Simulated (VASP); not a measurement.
# Mg (Fm-3m) in VASP: further runs, part 2 of 3

VASP 6.6.1.

### 3 Single point, PBE (volume scaled by 1.04)

Contents of INCAR:

```
ALGO = Normal
EDIFF = 1E-6
ENCUT = 520
GGA = PE
ISIF = 2
ISMEAR = -1
LASPH = True
LCHARG = True
LELF = True
LREAL = False
LVHAR = True
LWAVE = False
NBANDS = 7
NELM = 100
PREC = Accurate
SIGMA = 0.1
```

Contents of KPOINTS:

```
k-points
0
Gamma
  14 14 14
```

Contents of POSCAR:

```
Mg
1.0
    0.0000000000      2.2920831298      2.2920831298
    2.2920831298      0.0000000000      2.2920831298
    2.2920831298      2.2920831298      0.0000000000
Mg
1
Direct
    0.0000000000      0.0000000000      0.0000000000
```

Potentials or basis: VASP PAW PBE potentials, release 64 (Mg).

Run with:

```
cat potpaw_PBE.64/Mg/POTCAR > POTCAR
mpirun -np 1 vasp_std > vasp.out
```

OUTCAR:

```text
EDIFF = 1E-6
   ENCUT = 520
   GGA = PE
   ISIF = 2
   ISMEAR = -1
   LASPH = True
   LREAL = False
   NELM = 100
   PREC = Accurate

 ion  position               nearest neighbor table
   1  0.000  0.000  0.000-

  LATTYP: Found a face centered cubic cell.
 ALAT       =     4.5841662596

  Lattice vectors:

 A1 = (   0.0000000000,   2.2920831298,   2.2920831298)
 A2 = (   2.2920831298,   0.0000000000,   2.2920831298)
 A3 = (   2.2920831298,   2.2920831298,   0.0000000000)

Analysis of symmetry for initial positions (statically):
=====================================================================
 Subroutine PRICEL returns:
 Original cell was already a primitive cell.

 Routine SETGRP: Setting up the symmetry group for a
 face centered cubic supercell.

 Subroutine GETGRP returns: Found 48 space group operations
 (whereof 48 operations were pure point group operations)
 out of a pool of 48 trial point group operations.

The static configuration has the point symmetry O_h .

Analysis of symmetry for dynamics (positions and initial velocities):
=====================================================================
 Subroutine PRICEL returns:
 Original cell was already a primitive cell.

 Routine SETGRP: Setting up the symmetry group for a
 face centered cubic supercell.

 Subroutine GETGRP returns: Found 48 space group operations
 (whereof 48 operations were pure point group operations)
 out of a pool of 48 trial point group operations.

The dynamic configuration has the point symmetry O_h .

 Subroutine INISYM returns: Found 48 space group operations
 (whereof 48 operations are pure point group operations),
 and found     1 'primitive' translations

----------------------------------------------------------------------------------------

                                     Primitive cell

[... 105 lines left out ...]
   IALGO  =     38    algorithm
   IMIX   =      4    mixing-type and parameters
     AMIX     =   0.40;   BMIX     =  1.00
     AMIX_MAG =   1.60;   BMIX_MAG =  1.00
  volume/ion in A,a.u.               =      24.08       162.52
  Fermi-wavevector in a.u.,A,eV,Ry     =   0.714240  1.349719  6.940869  0.510139
  Thomas-Fermi vector in A             =   1.802089
   LORBIT       =      0    0 simple, 1 ext, 2 COOP (PROOUT), +10 PAW based schemes
   GGA     = PE    functional components
   LHFCALC =     F    Hartree Fock is set to
   AEXX    =    0.0000 exact exchange contribution
   IVDW    =     0    specifies the selected vdW correction
   LEPSILON=     F    determine dielectric tensor
   LRPA    =     F    only Hartree local field effects (RPA)
 non-spin polarized calculation
  energy-cutoff  :      520.00
  volume of cell :       24.08
 maximum number of plane-waves:       660
   NGX = 13   NGY = 13   NGZ = 13

 number of electron       2.0000000 magnetization

 Free energy of the ion-electron system (eV)
  ---------------------------------------------------
  ext. energy  EPLUGINS =         0.00000000
  ---------------------------------------------------
  free energy    TOTEN  =        -1.49932078 eV

  energy without entropy =       -1.48628848  energy(sigma->0) =       -1.49280463

 E-fermi :   2.3634     XC(G=0):  -8.3443

 val. band max:        2.3240126176   @ k =   0.5000   0.1429   0.0000
 cond. band min:       2.4405265331   @ k =  -0.4286   0.4286   0.0000
 fundamental gap:      0.1165139155
 Fermi energy:         2.3634395350

 k-point     1 :       0.0000    0.0000    0.0000
  band No.  band energies     occupation
      1      -4.3399      2.00000
      2      14.4430      0.00000
      3      14.4430      0.00000
      4      14.4430      0.00000
      5      16.1261      0.00000
      6      16.1261      0.00000
      7      16.1261      0.00000
[... 221 lines left out ...]
 k-point    24 :       0.2857    0.1429    0.0000
  band No.  band energies     occupation
      1      -2.7403      2.00000
      2       7.8443      0.00000
      3      11.3014      0.00000
      4      12.0683      0.00000
      5      12.9236      0.00000
      6      15.9575      0.00000
      7      19.1642      0.00000

 [... further k-points ...]

------------------------ aborting loop because EDIFF is reached ----------------------------------------

  FORCE on cell =-STRESS in cart. coord.  units (eV):
  Direction    XX          YY          ZZ          XY          YZ          ZX
  --------------------------------------------------------------------------------------
  -------------------------------------------------------------------------------------
  Total       -0.2069473     -0.2069473     -0.2069473     -0.0000000      0.0000000      0.0000000
  in kB      -13.7673171    -13.7673171    -13.7673171     -0.0000000      0.0000000      0.0000000
  external PRESSURE =     -13.7673171 kB  Pullay stress =       0.0000000 kB

 VOLUME and BASIS-vectors are now :
 -----------------------------------------------------------------------------
  energy-cutoff  :      520.00
  volume of cell :       24.08
      direct lattice vectors                 reciprocal lattice vectors
     0.000000000  2.292083130  2.292083130    -0.218142175  0.218142175  0.218142175
     2.292083130  0.000000000  2.292083130     0.218142175 -0.218142175  0.218142175
     2.292083130  2.292083130  0.000000000     0.218142175  0.218142175 -0.218142175

 POSITION                                       TOTAL-FORCE (eV/Angst)
 -----------------------------------------------------------------------------------
      0.00000      0.00000      0.00000         0.000000      0.000000      0.000000
 -----------------------------------------------------------------------------------
    total drift:                               -0.000000      0.000000      0.000000

  FREE ENERGIE OF THE ION-ELECTRON SYSTEM (eV)
  ---------------------------------------------------
  free  energy   TOTEN  =        -1.4993207768 eV

  energy  without entropy=       -1.4862884794  energy(sigma->0) =       -1.49280463
```

OSZICAR:

```text
N       E                     dE             d eps       ncg     rms          rms(c)
DAV:   1    -0.851465601968E+00   -0.85147E+00   -0.73621E+02  1547   0.190E+02
DAV:   2    -0.150341552744E+01   -0.65195E+00   -0.63178E+00  1911   0.107E+01
DAV:   3    -0.150616867958E+01   -0.27532E-02   -0.27520E-02  1995   0.815E-01
DAV:   4    -0.150617335544E+01   -0.46759E-05   -0.46758E-05  2114   0.258E-02
DAV:   5    -0.150617336150E+01   -0.60527E-08   -0.59980E-08  2009   0.648E-04    0.655E-01
DAV:   6    -0.150304280933E+01    0.31306E-02   -0.47704E-04  1855   0.135E-01    0.419E-01
DAV:   7    -0.149931371449E+01    0.37291E-02   -0.19470E-03  1771   0.237E-01    0.246E-02
DAV:   8    -0.149932106978E+01   -0.73553E-05   -0.10132E-05  2149   0.185E-02    0.533E-03
DAV:   9    -0.149932077679E+01    0.29299E-06   -0.66053E-07  1939   0.327E-03
   1 F= -.14993208E+01 E0= -.14928046E+01  d E =-.130323E-01
```

stdout:

```text
POSCAR found type information on POSCAR Mg
 POSCAR found :  1 types and       1 ions
 scaLAPACK will be used
 LDA part: xc-table for (Slater+PW92), standard interpolation
 POSCAR, INCAR and KPOINTS ok, starting setup
 FFT: planning ... GRIDC
 FFT: planning ... GRID_SOFT
 FFT: planning ... GRID
 WAVECAR not read
 entering main loop
```

Wall time 5.4 s (1 thread of Intel Xeon Platinum 8488C (Sapphire Rapids), shared host); peak memory 0.14 GiB.

Results:

- Free energy: -1.4993 eV
- Pressure: -1.4 GPa
- Band gap on the k mesh: zero (band 1 reaches 3.37 eV, above the bottom of band 2 at 1.09 eV)

Levels at points of the mesh, in eV from the Fermi level:
| k point | band 1 | band 2 | band 3 | band 4 | band 5 | band 6 |
| --- | --- | --- | --- | --- | --- | --- |
| (0.00, 0.00, 0.00) | -6.70 | 12.08 | 12.08 | 12.08 | 13.76 | 13.76 |
| (0.50, 0.00, 0.00) | -1.61 | -1.27 | 11.03 | 11.03 | 11.63 | 11.63 |
| (0.50, 0.50, 0.00) | -0.19 | 0.78 | 6.02 | 6.72 | 6.72 | 9.36 |

### 4 Single point, PBE (volume scaled by 1.08)

Contents of INCAR:

```
SYSTEM = Mg
PREC = Accurate ; ENCUT = 520
EDIFF = 1E-6 ; ISMEAR = -1
SIGMA = 0.1 ; LREAL = .False.
LASPH = .True. ; NELM = 100
ALGO = Normal ; ISIF = 2
LWAVE = .False. ; LCHARG = .True.
GGA = PE ; LELF = .True.
LVHAR = .True. ; NBANDS = 7
```

Contents of KPOINTS:

```
Automatic mesh
0
Gamma
  14 14 14
  0 0 0
```

Contents of POSCAR:

```
Mg
1.0
    0.0000000000      2.3210999207      2.3210999207
    2.3210999207      0.0000000000      2.3210999207
    2.3210999207      2.3210999207      0.0000000000
Mg
1
Direct
    0.0000000000      0.0000000000      0.0000000000
```

Potentials or basis: VASP PAW PBE potentials, release 64 (Mg).

Run with:

```
cat potpaw_PBE.64/Mg/POTCAR > POTCAR
mpirun -np 1 vasp_std > vasp.out
```

OUTCAR:

```text
SYSTEM = Mg
   PREC = Accurate
   ENCUT = 520
   EDIFF = 1E-6
   ISMEAR = -1
   LREAL = .False.
   LASPH = .True.
   NELM = 100
   ISIF = 2
   GGA = PE

 ion  position               nearest neighbor table
   1  0.000  0.000  0.000-

  LATTYP: Found a face centered cubic cell.
 ALAT       =     4.6421998414

  Lattice vectors:

 A1 = (   0.0000000000,   2.3210999207,   2.3210999207)
 A2 = (   2.3210999207,   0.0000000000,   2.3210999207)
 A3 = (   2.3210999207,   2.3210999207,   0.0000000000)

Analysis of symmetry for initial positions (statically):
=====================================================================
 Subroutine PRICEL returns:
 Original cell was already a primitive cell.

 Routine SETGRP: Setting up the symmetry group for a
 face centered cubic supercell.

 Subroutine GETGRP returns: Found 48 space group operations
 (whereof 48 operations were pure point group operations)
 out of a pool of 48 trial point group operations.

The static configuration has the point symmetry O_h .

Analysis of symmetry for dynamics (positions and initial velocities):
=====================================================================
 Subroutine PRICEL returns:
 Original cell was already a primitive cell.

 Routine SETGRP: Setting up the symmetry group for a
 face centered cubic supercell.

 Subroutine GETGRP returns: Found 48 space group operations
 (whereof 48 operations were pure point group operations)
 out of a pool of 48 trial point group operations.

The dynamic configuration has the point symmetry O_h .

 Subroutine INISYM returns: Found 48 space group operations
 (whereof 48 operations are pure point group operations),
 and found     1 'primitive' translations

----------------------------------------------------------------------------------------

                                     Primitive cell

  volume of cell :      25.0099

  direct lattice vectors                    reciprocal lattice vectors
     0.000000000  2.321099921  2.321099921    -0.215415112  0.215415112  0.215415112
     2.321099921  0.000000000  2.321099921     0.215415112 -0.215415112  0.215415112
     2.321099921  2.321099921  0.000000000     0.215415112  0.215415112 -0.215415112

  length of vectors
     3.282530987  3.282530987  3.282530987     0.373109919  0.373109919  0.373109919

  position of ions in fractional coordinates (direct lattice)
     0.000000000  0.000000000  0.000000000

  ion indices of the primitive-cell ions
   primitive index   ion index
                 1           1

----------------------------------------------------------------------------------------

 KPOINTS: Automatic mesh

Automatic generation of k-mesh.
 Grid dimensions read from file:
 generate k-points for:   14   14   14

 Generating k-lattice:

  Cartesian coordinates                     Fractional coordinates (reciprocal lattice)
    -0.015386794  0.015386794  0.015386794     0.071428571  0.000000000  0.000000000
     0.015386794 -0.015386794  0.015386794     0.000000000  0.071428571  0.000000000
     0.015386794  0.015386794 -0.015386794     0.000000000  0.000000000  0.071428571

  Length of vectors
     0.026650709  0.026650709  0.026650709

  Shift w.r.t. Gamma in fractional coordinates (k-lattice)
     0.000000000  0.000000000  0.000000000

 Subroutine IBZKPT returns following result:
 ===========================================

 Found    104 irreducible k-points:

 Following reciprocal coordinates:
            Coordinates               Weight
  0.000000  0.000000  0.000000      1.000000
  0.071429  0.000000  0.000000      8.000000
  0.142857  0.000000  0.000000      8.000000
  0.214286  0.000000  0.000000      8.000000
  0.285714  0.000000  0.000000      8.000000
  0.357143  0.000000  0.000000      8.000000
[... 16 lines left out ...]
  0.214286  0.142857  0.000000     24.000000
  0.285714  0.142857  0.000000     24.000000
 [... further k-points ...]
   k-points           NKPTS =    104   k-points in BZ     NKDIM =    104   number of bands    NBANDS=      7
   number of dos      NEDOS =    301   number of ions     NIONS =      1
   total plane-waves  NPLWV =  13824
   dimension x,y,z NGX =    24 NGY =   24 NGZ =   24
   dimension x,y,z NGXF=    48 NGYF=   48 NGZF=   48
   ions per type =               1
   NGX,Y,Z   is equivalent  to a cutoff of  12.15, 12.15, 12.15 a.u.
   NGXF,Y,Z  is equivalent  to a cutoff of  24.31, 24.31, 24.31 a.u.
 SYSTEM =  Mg
   PREC   = accura    normal or accurate (medium, high low for compatibility)
   ISTART =      0    job   : 0-new  1-cont  2-samecut
   ICHARG =      2    charge: 1-file 2-atom 10-const
   ISPIN  =      1    spin polarized calculation?
   LNONCOLLINEAR =      F non collinear calculations
   LSORBIT =      F    spin-orbit coupling
   LASPH  =      T    aspherical Exc in radial PAW
   ENCUT  =  520.0 eV  38.22 Ry    6.18 a.u.   6.10  6.10  6.10*2*pi/ulx,y,z
   NELM   =    100;   NELMIN=  2; NELMDL= -5     # of ELM steps
   EDIFF  = 0.1E-05   stopping-criterion for ELM
   LREAL  =      F    real-space projection
   EDIFFG = 0.1E-04   stopping-criterion for IOM
   NSW    =      0    number of steps for IOM
   IBRION =     -1    ionic relax: 0-MD 1-quasi-New 2-CG
   NFREE  =      0    steps in history (QN), initial steepest desc. (CG)
   ISIF   =      2    stress and relaxation
   ISYM   =      2    0-nonsym 1-usesym 2-fastsym
   POTIM  = 0.5000    time-step for ionic-motion
   TEBEG  =    0.0;   TEEND  =   0.0 temperature during run
   PSTRESS=    0.0 pullay stress
   NELECT =       2.0000    total number of electrons
   NUPDOWN=      -1.0000    fix difference up-down
   EMIN   =  10.00;   EMAX   =-10.00  energy-range for DOS
   EFERMI =   0.00;   METHOD = LEGACY
   ISMEAR =    -1;   SIGMA  =   0.10  broadening in eV -4-tet -1-fermi 0-gaus
   EFERMI_NEDOS =   21; number of points for ismear=-14 and -15
   IALGO  =     38    algorithm
   IMIX   =      4    mixing-type and parameters
     AMIX     =   0.40;   BMIX     =  1.00
     AMIX_MAG =   1.60;   BMIX_MAG =  1.00
  volume/ion in A,a.u.               =      25.01       168.77
  Fermi-wavevector in a.u.,A,eV,Ry     =   0.705312  1.332846  6.768414  0.497464
  Thomas-Fermi vector in A             =   1.790789
   LORBIT       =      0    0 simple, 1 ext, 2 COOP (PROOUT), +10 PAW based schemes
   GGA     = PE    functional components
   LHFCALC =     F    Hartree Fock is set to
   AEXX    =    0.0000 exact exchange contribution
   IVDW    =     0    specifies the selected vdW correction
   LEPSILON=     F    determine dielectric tensor
   LRPA    =     F    only Hartree local field effects (RPA)
 non-spin polarized calculation
  energy-cutoff  :      520.00
  volume of cell :       25.01
 maximum number of plane-waves:       692
   NGX = 13   NGY = 13   NGZ = 13

 number of electron       2.0000000 magnetization

 Free energy of the ion-electron system (eV)
  ---------------------------------------------------
  ext. energy  EPLUGINS =         0.00000000
  ---------------------------------------------------
  free energy    TOTEN  =        -1.48825464 eV

  energy without entropy =       -1.47502774  energy(sigma->0) =       -1.48164119

 E-fermi :   2.1785     XC(G=0):  -8.2303

 val. band max:        2.1346796402   @ k =  -0.4286   0.5000   0.0714
 cond. band min:       2.2643215065   @ k =  -0.4286   0.4286   0.0000
 fundamental gap:      0.1296418663
 Fermi energy:         2.1784817185

 k-point     1 :       0.0000    0.0000    0.0000
  band No.  band energies     occupation
      1      -4.3692      2.00000
      2      14.0306      0.00000
      3      14.0306      0.00000
      4      14.0306      0.00000
      5      15.5247      0.00000
      6      15.5247      0.00000
      7      15.5247      0.00000
[... 221 lines left out ...]
 k-point    24 :       0.2857    0.1429    0.0000
  band No.  band energies     occupation
      1      -2.8089      2.00000
      2       7.5401      0.00000
      3      10.8922      0.00000
      4      11.7099      0.00000
      5      12.4440      0.00000
      6      15.3928      0.00000
      7      18.5816      0.00000

 [... further k-points ...]

------------------------ aborting loop because EDIFF is reached ----------------------------------------

  FORCE on cell =-STRESS in cart. coord.  units (eV):
  Direction    XX          YY          ZZ          XY          YZ          ZX
  --------------------------------------------------------------------------------------
  -------------------------------------------------------------------------------------
  Total       -0.3773891     -0.3773891     -0.3773891      0.0000000     -0.0000000      0.0000000
  in kB      -24.1762249    -24.1762249    -24.1762249      0.0000000     -0.0000000      0.0000000
  external PRESSURE =     -24.1762249 kB  Pullay stress =       0.0000000 kB

 VOLUME and BASIS-vectors are now :
 -----------------------------------------------------------------------------
  energy-cutoff  :      520.00
  volume of cell :       25.01
      direct lattice vectors                 reciprocal lattice vectors
     0.000000000  2.321099921  2.321099921    -0.215415112  0.215415112  0.215415112
     2.321099921  0.000000000  2.321099921     0.215415112 -0.215415112  0.215415112
     2.321099921  2.321099921  0.000000000     0.215415112  0.215415112 -0.215415112

 POSITION                                       TOTAL-FORCE (eV/Angst)
 -----------------------------------------------------------------------------------
      0.00000      0.00000      0.00000        -0.000000      0.000000      0.000000
 -----------------------------------------------------------------------------------
    total drift:                               -0.000000      0.000000      0.000000

  FREE ENERGIE OF THE ION-ELECTRON SYSTEM (eV)
  ---------------------------------------------------
  free  energy   TOTEN  =        -1.4882546387 eV

  energy  without entropy=       -1.4750277352  energy(sigma->0) =       -1.48164119
```

OSZICAR:

```text
N       E                     dE             d eps       ncg     rms          rms(c)
DAV:   1    -0.872861459624E+00   -0.87286E+00   -0.76641E+02  1568   0.193E+02
DAV:   2    -0.149268719032E+01   -0.61983E+00   -0.59665E+00  1925   0.105E+01
DAV:   3    -0.149503715742E+01   -0.23500E-02   -0.23495E-02  1967   0.742E-01
DAV:   4    -0.149504131769E+01   -0.41603E-05   -0.41601E-05  2219   0.242E-02
DAV:   5    -0.149504132191E+01   -0.42223E-08   -0.41860E-08  1960   0.472E-04    0.660E-01
DAV:   6    -0.149201493696E+01    0.30264E-02   -0.53235E-04  1848   0.143E-01    0.423E-01
DAV:   7    -0.148824744592E+01    0.37675E-02   -0.21876E-03  1792   0.253E-01    0.253E-02
DAV:   8    -0.148825508447E+01   -0.76385E-05   -0.11053E-05  2226   0.195E-02    0.558E-03
DAV:   9    -0.148825463872E+01    0.44574E-06   -0.73176E-07  1925   0.343E-03
   1 F= -.14882546E+01 E0= -.14816412E+01  d E =-.132269E-01
```

Run time: 5.8 s. Hardware: 1 thread of Intel Xeon Platinum 8488C (Sapphire Rapids), shared host; peak memory 0.14 GiB.

What came out:

```
Free energy            : -1.4883 eV
Pressure               : -2.4 GPa
Band gap on the k mesh : zero (band 1 reaches 3.17 eV, above the bottom of band 2 at 0.90 eV)
```

Levels at points of the mesh, in eV from the Fermi level:
```tsv
k point	band 1	band 2	band 3	band 4
(0.00, 0.00, 0.00)	-6.55	11.85	11.85	11.85
(0.50, 0.00, 0.00)	-1.55	-1.28	10.83	10.83
(0.50, 0.50, 0.00)	-0.17	0.75	5.95	6.53
```

(Continued in part 3 of 3.)
